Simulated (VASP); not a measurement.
# Al in VASP: further runs

The runs below take Al through single point, with PBEsol.

Everything below comes from runs of VASP 6.6.1. Logs are shortened: lines on timing, memory, paths and dates and some standing lists are left out, and cuts for length are marked.

### 1 The cell of the first run

Symmetry: Im-3m, No. 229, cubic system. Conventional cell: a = 3.213 Å, b = 3.213 Å, c = 3.213 Å, α = 90.00°, β = 90.00°, γ = 90.00°. Al (site symmetry m-3m) has 14 Al at 2.78 to 3.21 Å within 3.7 Å.

### 2 Single point, PBEsol (atom 1 moved 0.06 Å, then relaxed in part)

INCAR reads:

```
PREC = Accurate
ENCUT = 520
EDIFF = 1E-7
ISMEAR = 0
SIGMA = 0.15
LREAL = False
LASPH = True
NELM = 100
ALGO = Fast
ISIF = 2
LWAVE = False
LCHARG = False
GGA = PS
NBANDS = 10
```

KPOINTS reads:

```
regular mesh
0
Gamma
  10 10 10
```

POSCAR reads:

```
Al
1.0
    0.0000000000     -3.2128780077      0.0000000000
   -3.2128780077      0.0000000000      0.0000000000
    0.0000000000      0.0000000000     -3.2128780077
Al
2
Direct
    0.5000137294      0.5000002633      0.4999990720
   -0.0000137294     -0.0000002633      0.0000009280
```

Potentials or basis: VASP PAW PBE potentials, release 64 (Al).

The run is started by

```
> cat potpaw_PBE.64/Al/POTCAR > POTCAR
> mpirun -np 1 vasp_std > vasp.out
```

OUTCAR:

```text
PREC = Accurate
   ENCUT = 520
   EDIFF = 1E-7
   ISMEAR = 0
   LREAL = False
   LASPH = True
   NELM = 100
   ISIF = 2
   GGA = PS

 ion  position               nearest neighbor table
   1  0.500  0.500  0.500-   2 2.78   2 2.78   2 2.78   2 2.78   2 2.78   2 2.78   2 2.78   2 2.78

   2  1.000  1.000  0.000-   1 2.78   1 2.78   1 2.78   1 2.78   1 2.78   1 2.78   1 2.78   1 2.78

  LATTYP: Found a simple cubic cell.
 ALAT       =     3.2128780077

  Lattice vectors:

 A1 = (   0.0000000000,  -3.2128780077,   0.0000000000)
 A2 = (  -3.2128780077,   0.0000000000,   0.0000000000)
 A3 = (   0.0000000000,   0.0000000000,  -3.2128780077)

Analysis of symmetry for initial positions (statically):
=====================================================================
 Subroutine PRICEL returns:
 Original cell was already a primitive cell.

 Routine SETGRP: Setting up the symmetry group for a
 simple cubic supercell.

 Subroutine GETGRP returns: Found 16 space group operations
 (whereof  8 operations were pure point group operations)
 out of a pool of 48 trial point group operations.

The static configuration has the point symmetry C_4v.
 The point group associated with its full space group is D_4h.

Analysis of symmetry for dynamics (positions and initial velocities):
=====================================================================
 Subroutine PRICEL returns:
 Original cell was already a primitive cell.

 Routine SETGRP: Setting up the symmetry group for a
 simple cubic supercell.

 Subroutine GETGRP returns: Found 16 space group operations
 (whereof  8 operations were pure point group operations)
 out of a pool of 48 trial point group operations.

The dynamic configuration has the point symmetry C_4v.
 The point group associated with its full space group is D_4h.

 Subroutine INISYM returns: Found 16 space group operations
 (whereof  8 operations are pure point group operations),
 and found     1 'primitive' translations

----------------------------------------------------------------------------------------

                                     Primitive cell

  volume of cell :      33.1652

  direct lattice vectors                    reciprocal lattice vectors
     0.000000000 -3.212878008  0.000000000     0.000000000 -0.311247423  0.000000000
    -3.212878008  0.000000000  0.000000000    -0.311247423  0.000000000  0.000000000
     0.000000000  0.000000000 -3.212878008     0.000000000  0.000000000 -0.311247423

  length of vectors
     3.212878008  3.212878008  3.212878008     0.311247423  0.311247423  0.311247423

  position of ions in fractional coordinates (direct lattice)
     0.500013729  0.500000263  0.499999072
     0.999986271  0.999999737  0.000000928

  ion indices of the primitive-cell ions
   primitive index   ion index
                 1           1
                 2           2

----------------------------------------------------------------------------------------

 KPOINTS: regular mesh

Automatic generation of k-mesh.
 Grid dimensions read from file:
 generate k-points for:   10   10   10

 Generating k-lattice:

  Cartesian coordinates                     Fractional coordinates (reciprocal lattice)
     0.000000000 -0.031124742  0.000000000     0.100000000  0.000000000  0.000000000
    -0.031124742  0.000000000  0.000000000     0.000000000  0.100000000  0.000000000
     0.000000000  0.000000000 -0.031124742     0.000000000  0.000000000  0.100000000

  Length of vectors
     0.031124742  0.031124742  0.031124742

  Shift w.r.t. Gamma in fractional coordinates (k-lattice)
     0.000000000  0.000000000  0.000000000

 Subroutine IBZKPT returns following result:
 ===========================================

 Found    126 irreducible k-points:

 Following reciprocal coordinates:
            Coordinates               Weight
  0.000000  0.000000  0.000000      1.000000
  0.100000  0.000000  0.000000      2.000000
  0.000000  0.100000  0.000000      4.000000
  0.200000  0.000000  0.000000      2.000000
  0.000000  0.200000  0.000000      4.000000
  0.300000  0.000000  0.000000      2.000000
[... 16 lines left out ...]
  0.500000  0.100000  0.000000      4.000000
  0.000000  0.500000  0.100000      4.000000
 [... further k-points ...]
   k-points           NKPTS =    126   k-points in BZ     NKDIM =    126   number of bands    NBANDS=     10
   number of dos      NEDOS =    301   number of ions     NIONS =      2
   total plane-waves  NPLWV =  13824
   dimension x,y,z NGX =    24 NGY =   24 NGZ =   24
   dimension x,y,z NGXF=    48 NGYF=   48 NGZF=   48
   ions per type =               2
   NGX,Y,Z   is equivalent  to a cutoff of  12.42, 12.42, 12.42 a.u.
   NGXF,Y,Z  is equivalent  to a cutoff of  24.84, 24.84, 24.84 a.u.
 SYSTEM =  unknown system
   PREC   = accura    normal or accurate (medium, high low for compatibility)
   ISTART =      0    job   : 0-new  1-cont  2-samecut
   ICHARG =      2    charge: 1-file 2-atom 10-const
   ISPIN  =      1    spin polarized calculation?
   LNONCOLLINEAR =      F non collinear calculations
   LSORBIT =      F    spin-orbit coupling
   LASPH  =      T    aspherical Exc in radial PAW
   ENCUT  =  520.0 eV  38.22 Ry    6.18 a.u.   5.97  5.97  5.97*2*pi/ulx,y,z
   NELM   =    100;   NELMIN=  2; NELMDL= -5     # of ELM steps
   EDIFF  = 0.1E-06   stopping-criterion for ELM
   LREAL  =      F    real-space projection
   EDIFFG = 0.1E-05   stopping-criterion for IOM
   NSW    =      0    number of steps for IOM
   IBRION =     -1    ionic relax: 0-MD 1-quasi-New 2-CG
   NFREE  =      0    steps in history (QN), initial steepest desc. (CG)
   ISIF   =      2    stress and relaxation
   ISYM   =      2    0-nonsym 1-usesym 2-fastsym
   POTIM  = 0.5000    time-step for ionic-motion
   TEBEG  =    0.0;   TEEND  =   0.0 temperature during run
   PSTRESS=    0.0 pullay stress
   NELECT =       6.0000    total number of electrons
   NUPDOWN=      -1.0000    fix difference up-down
   EMIN   =  10.00;   EMAX   =-10.00  energy-range for DOS
   EFERMI =   0.00;   METHOD = LEGACY
   ISMEAR =     0;   SIGMA  =   0.15  broadening in eV -4-tet -1-fermi 0-gaus
   EFERMI_NEDOS =   21; number of points for ismear=-14 and -15
   IALGO  =     68    algorithm
   IMIX   =      4    mixing-type and parameters
     AMIX     =   0.40;   BMIX     =  1.00
     AMIX_MAG =   1.60;   BMIX_MAG =  1.00
  volume/ion in A,a.u.               =      16.58       111.90
  Fermi-wavevector in a.u.,A,eV,Ry     =   0.925901  1.749698 11.664164  0.857292
  Thomas-Fermi vector in A             =   2.051805
   LORBIT       =      0    0 simple, 1 ext, 2 COOP (PROOUT), +10 PAW based schemes
   GGA     = PS    functional components
   LHFCALC =     F    Hartree Fock is set to
   AEXX    =    0.0000 exact exchange contribution
   IVDW    =     0    specifies the selected vdW correction
   LEPSILON=     F    determine dielectric tensor
   LRPA    =     F    only Hartree local field effects (RPA)
 non-spin polarized calculation
 RMM-DIIS sequential band-by-band and
 Gauss-broadening in eV      SIGMA  =   0.15
  energy-cutoff  :      520.00
  volume of cell :       33.17
 maximum number of plane-waves:       916
 NGX is ok and might be reduce to    24
   NGX = 11   NGY = 11   NGZ = 11

 number of electron       6.0000000 magnetization

 Free energy of the ion-electron system (eV)
  ---------------------------------------------------
  ext. energy  EPLUGINS =         0.00000000
  ---------------------------------------------------
  free energy    TOTEN  =        -7.98870740 eV

  energy without entropy =       -7.97425675  energy(sigma->0) =       -7.98148208

 E-fermi :   7.9333     XC(G=0): -10.2421

 val. band max:        7.9025245726   @ k =   0.1000   0.0000   0.0000
 cond. band min:       7.9747347182   @ k =   0.1000   0.1000   0.1000
 fundamental gap:      0.0722101456
 Fermi energy:         7.9332707241

 k-point     1 :       0.0000    0.0000    0.0000
  band No.  band energies     occupation
      1      -3.1925      2.00000
      2       9.7575      0.00000
      3       9.7575      0.00000
      4       9.7575      0.00000
      5      10.8798      0.00000
      6      10.8798      0.00000
      7      13.4307      0.00000
      8      21.1116      0.00000
      9      21.1116      0.00000
     10      21.1116      0.00000

 k-point     2 :       0.1000    0.0000    0.0000
  band No.  band energies     occupation
      1      -3.0491      2.00000
      2       7.9025      1.22809
      3       9.8829      0.00000
      4       9.8829      0.00000
      5      11.0236      0.00000
      6      12.2092      0.00000
      7      14.3218      0.00000
      8      19.6926      0.00000
      9      19.6926      0.00000
     10      21.2544      0.00000

 k-point     3 :       0.0000    0.1000    0.0000
  band No.  band energies     occupation
      1      -3.0491      2.00000
      2       7.9025      1.22809
      3       9.8829      0.00000
      4       9.8829      0.00000
      5      11.0236      0.00000
      6      12.2092      0.00000
      7      14.3218      0.00000
      8      19.6926      0.00000
      9      19.6926      0.00000
     10      21.2603      0.00000

 k-point     4 :       0.2000    0.0000    0.0000
  band No.  band energies     occupation
      1      -2.6198      2.00000
      2       5.6897      2.00000
      3      10.2593      0.00000
      4      10.2593      0.00000
      5      11.4548      0.00000
      6      13.0075      0.00000
      7      16.8204      0.00000
      8      17.7330      0.00000
      9      17.7330      0.00000
     10      20.0168      0.00000

 k-point     5 :       0.0000    0.2000    0.0000
  band No.  band energies     occupation
      1      -2.6198      2.00000
      2       5.6897      2.00000
      3      10.2593      0.00000
      4      10.2593      0.00000
      5      11.4548      0.00000
      6      13.0075      0.00000
      7      16.8204      0.00000
      8      17.7330      0.00000
      9      17.7330      0.00000
     10      20.0081      0.00000

 k-point     6 :       0.3000    0.0000    0.0000
  band No.  band energies     occupation
      1      -1.9071      2.00000
      2       3.6669      2.00000
      3      10.8871      0.00000
      4      10.8871      0.00000
      5      12.1730      0.00000
      6      13.7701      0.00000
      7      15.8985      0.00000
      8      15.8985      0.00000
      9      17.8896      0.00000
     10      18.6716      0.00000
[... 183 lines left out ...]
 k-point    21 :       0.0000    0.4000    0.1000
  band No.  band energies     occupation
      1      -0.7741      2.00000
      2       2.0192      2.00000
      3      10.0558      0.00000
      4      11.8933      0.00000
      5      12.6721      0.00000
      6      13.9456      0.00000
      7      14.4060      0.00000
      8      16.0233      0.00000
      9      16.6816      0.00000
     10      18.4765      0.00000

 k-point    22 :       0.1000    0.0000    0.4000
  band No.  band energies     occupation
      1      -0.7741      2.00000
      2       2.0192      2.00000
      3      10.0558      0.00000
      4      11.8933      0.00000
      5      12.6721      0.00000
      6      13.9456      0.00000
      7      14.4060      0.00000
      8      16.0233      0.00000
      9      16.6816      0.00000
     10      18.4765      0.00000

 k-point    23 :       0.5000    0.1000    0.0000
  band No.  band energies     occupation
      1       0.4898      2.00000
      2       0.4901      2.00000
      3      11.2369      0.00000
      4      11.2373      0.00000
      5      13.0249      0.00000
      6      13.0254      0.00000
      7      15.1903      0.00000
      8      15.1907      0.00000
      9      17.1568      0.00000
     10      17.1569      0.00000

 k-point    24 :       0.0000    0.5000    0.1000
  band No.  band energies     occupation
      1       0.4899      2.00000
      2       0.4899      2.00000
      3      11.2371      0.00000
      4      11.2371      0.00000
      5      13.0252      0.00000
      6      13.0252      0.00000
      7      15.1905      0.00000
      8      15.1905      0.00000
      9      17.1569      0.00000
     10      17.1569      0.00000

 [... further k-points ...]
[... 5 lines left out ...]
  --------------------------------------------------------------------------------------
  -------------------------------------------------------------------------------------
  Total        0.0791116      0.0791118      0.0791116      0.0000000     -0.0000000     -0.0000000
  in kB        3.8218013      3.8218117      3.8218013      0.0000000     -0.0000000     -0.0000000
  external PRESSURE =       3.8218048 kB  Pullay stress =       0.0000000 kB

 VOLUME and BASIS-vectors are now :
 -----------------------------------------------------------------------------
  energy-cutoff  :      520.00
  volume of cell :       33.17
      direct lattice vectors                 reciprocal lattice vectors
     0.000000000 -3.212878008  0.000000000     0.000000000 -0.311247423  0.000000000
    -3.212878008  0.000000000  0.000000000    -0.311247423  0.000000000  0.000000000
     0.000000000  0.000000000 -3.212878008     0.000000000  0.000000000 -0.311247423

 POSITION                                       TOTAL-FORCE (eV/Angst)
 -----------------------------------------------------------------------------------
     -1.60644     -1.60648     -1.60644        -0.000000      0.000338      0.000000
     -3.21288     -3.21283     -0.00000         0.000000     -0.000338     -0.000000
 -----------------------------------------------------------------------------------
    total drift:                               -0.000018     -0.000042      0.000063

  FREE ENERGIE OF THE ION-ELECTRON SYSTEM (eV)
  ---------------------------------------------------
  free  energy   TOTEN  =        -7.9887074031 eV

  energy  without entropy=       -7.9742567510  energy(sigma->0) =       -7.98148208
```

Wall time 31 s (1 thread of AMD EPYC 7R43 (Zen 3), shared host); peak memory 0.11 GiB.

What came out:

```
Free energy            : -7.9887 eV
Pressure               : 0.4 GPa
Band gap on the k mesh : zero (band 3 reaches 12.90 eV, above the bottom of band 4 at 4.05 eV)
```

Caveat: the cell differs from its parent crystal (atom 1 moved 0.06 Å, then relaxed in part); the PAW data sets were made with another functional, which shifts forces and pressure a little.

### 3 Single point, PBEsol (atom 1 moved 0.06 Å)

INCAR reads:

```
ALGO = Fast
EDIFF = 1E-6
ENCUT = 520
GGA = PS
ISIF = 2
ISMEAR = 0
LASPH = T
LCHARG = F
LREAL = F
LWAVE = F
NBANDS = 10
NELM = 100
PREC = Accurate
SIGMA = 0.15
```

KPOINTS reads:

```
k-points
0
Gamma
  10 10 10
```

POSCAR reads:

```
Al
1.0
    0.0000000000     -3.2128780077      0.0000000000
   -3.2128780077      0.0000000000      0.0000000000
    0.0000000000      0.0000000000     -3.2128780077
Al
2
Direct
    0.5081143370      0.4962511723      0.5027002385
   -0.0081143370      0.0037488277     -0.0027002385
```

Potentials or basis: VASP PAW PBE potentials, release 64 (Al).

The run is started by

```
> cat potpaw_PBE.64/Al/POTCAR > POTCAR
> mpirun -np 1 vasp_std > vasp.out
```

Run time: 2.1 min. Hardware: 1 thread of AMD EPYC 7R43 (Zen 3), shared host; peak memory 0.21 GiB.

Results (log left out):

- Free energy: -7.9818 eV
- Pressure: 0.5 GPa
- Largest force: 0.233 eV/Å
- Band gap on the k mesh: zero (band 3 reaches 12.85 eV, above the bottom of band 4 at 4.06 eV)

Forces on the atoms (eV/Å):
```
Al  -0.094  0.203  0.067
Al   0.094 -0.203 -0.067
```

Stress tensor (GPa, compression positive):
```
 0.50 -0.15 -0.05
-0.15  0.39  0.11
-0.05  0.11  0.51
```

Levels at points of the mesh, in eV from the Fermi level:
| k point | band 1 | band 2 | band 3 | band 4 | band 5 | band 6 | band 7 | band 8 |
| --- | --- | --- | --- | --- | --- | --- | --- | --- |
| (0.00, 0.00, 0.00) | -11.12 | 1.83 | 1.83 | 1.83 | 2.95 | 2.95 | 5.50 | 13.18 |
| (0.50, 0.00, 0.00) | -7.67 | -7.49 | 4.83 | 4.84 | 5.10 | 5.10 | 6.37 | 6.71 |
| (0.00, 0.50, 0.00) | -7.62 | -7.54 | 4.90 | 4.91 | 5.03 | 5.03 | 6.46 | 6.61 |
| (0.00, 0.00, 0.50) | -7.61 | -7.55 | 4.92 | 4.93 | 5.01 | 5.02 | 6.48 | 6.59 |
| (0.50, 0.50, 0.00) | -4.37 | -4.34 | -3.88 | -3.84 | 7.92 | 8.05 | 8.25 | 8.38 |
| (0.00, 0.50, 0.50) | -4.34 | -4.33 | -3.88 | -3.87 | 8.02 | 8.08 | 8.22 | 8.29 |
| (0.50, 0.00, 0.50) | -4.36 | -4.34 | -3.87 | -3.85 | 7.94 | 8.03 | 8.27 | 8.36 |
| (0.50, 0.50, 0.50) | -1.17 | -1.14 | -1.04 | -0.97 | -0.87 | -0.84 | 0.34 | 0.34 |

Caveat: the cell differs from its parent crystal (atom 1 moved 0.06 Å); the PAW data sets were made with another functional, which shifts forces and pressure a little.
